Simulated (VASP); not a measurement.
Input of a VASP 6.6.1 run:

File INCAR:

```
PREC     = Accurate       # precision mode
ENCUT    = 520            # plane-wave cutoff, eV
EDIFF    = 1E-7           # SCF threshold, eV
ISMEAR   = -1             # smearing method
SIGMA    = 0.1            # smearing width, eV
LREAL    = False          # projectors in reciprocal space
LASPH    = True           # aspherical terms in the spheres
NELM     = 80             # most SCF steps
ALGO     = Normal         # electronic algorithm
ISIF     = 2              # what is computed and relaxed
LWAVE    = False          # write WAVECAR
LCHARG   = True           # write CHGCAR
GGA      = PS             # functional
LELF     = True           # ELF
LVHAR    = True         
NBANDS   = 44             # bands
```

The input KPOINTS:

```
Automatic mesh
0
Gamma
  2 2 2
```

File POSCAR:

```
Ca
1.0
   -4.4104100000      4.4104100000      4.3922300000
    4.4104100000     -4.4104100000      4.3922300000
    4.4104100000      4.4104100000     -4.3922300000
Ca
7
Direct
    0.2500000000      0.2500000000      0.0000000000
    0.2500000000      0.7500000000      0.0000000000
    0.2500000000      0.7500000000      0.5000000000
    0.7500000000      0.2500000000      0.0000000000
    0.7500000000      0.2500000000      0.5000000000
    0.7500000000      0.7500000000      0.0000000000
    0.7500000000      0.7500000000      0.5000000000
```

Potentials or basis: VASP PAW PBE potentials, release 64 (Ca_sv).

The run is started by

```bash
$ cat potpaw_PBE.64/Ca_sv/POTCAR > POTCAR
$ mpirun -np 1 vasp_std > vasp.out
```

**Question.** Estimate the band gap on the k mesh.

**Answer.** Zero (bands 35 and 36 overlap by 0.56 eV).

**Question.** Predict the pressure.

**Answer.** -1.1 GPa.

Caveat: the k points lie up to 0.50 Å⁻¹ apart, too coarse for converged energies and pressures of a metal; the PAW data sets were made with another functional, which shifts forces and pressure a little.
